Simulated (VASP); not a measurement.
Wanted: the native input for a VASP 6.6.1 run.

- Task: single point
- Functional: PBE
- Potentials or basis: VASP PAW PBE potentials, release 64 (Na_pv)
- Cutoff: 520 eV
- k mesh: 12 × 12 × 8
- Occupations: gaussian, width 0.1 eV
- Spin: no spin polarisation
- Dipole correction: no
- Further INCAR settings: ALGO = Normal; EDIFF = 1e-06; NBANDS = 14

The structure of Na lies in POSCAR:

```
Na
1.0
    3.7513493438      0.0000000000      0.0000000000
   -1.8756746719      3.2487638302      0.0000000000
    0.0000000000      0.0000000000      6.0738689002
Na
2
Direct
    0.3333333333      0.6666666667      0.2500000000
    0.6666666667      0.3333333333      0.7500000000
```

This isn't the form of Na at room conditions, which is bcc.

One way to write it, as run:

INCAR

```
SYSTEM = Na
PREC     = Accurate       ! precision mode
ENCUT    = 520            ! plane-wave cutoff, eV
EDIFF    = 1E-6           ! SCF threshold, eV
ISMEAR   = 0              ! smearing method
SIGMA    = 0.1            ! smearing width, eV
LREAL    = .False.        ! projectors in reciprocal space
LASPH    = .True.         ! aspherical terms in the spheres
NELM     = 100            ! most SCF steps
ALGO     = Normal         ! electronic algorithm
ISIF     = 2              ! what is computed and relaxed
LWAVE    = .False.        ! write WAVECAR
LCHARG   = .True.         ! write CHGCAR
GGA      = PE             ! functional
LELF     = .True.         ! ELF
LVHAR    = .True.       
NBANDS   = 14             ! bands
```

KPOINTS

```
Automatic mesh
0
Gamma
  12 12 8
  0 0 0
```

Potentials or basis: VASP PAW PBE potentials, release 64 (Na_pv).

Run with:

```bash
$ cat potpaw_PBE.64/Na_pv/POTCAR > POTCAR
$ mpirun -np 1 vasp_std > vasp.out
```

Results of the run:

- Pressure: 0.0 GPa
- Band gap on the k mesh: zero (bands 7 and 8 overlap by 4.30 eV)

It took 19 s on 1 thread of Intel(R) Xeon(R) 6975P-C (Granite Rapids) (shared host), peak memory 0.21 GiB.
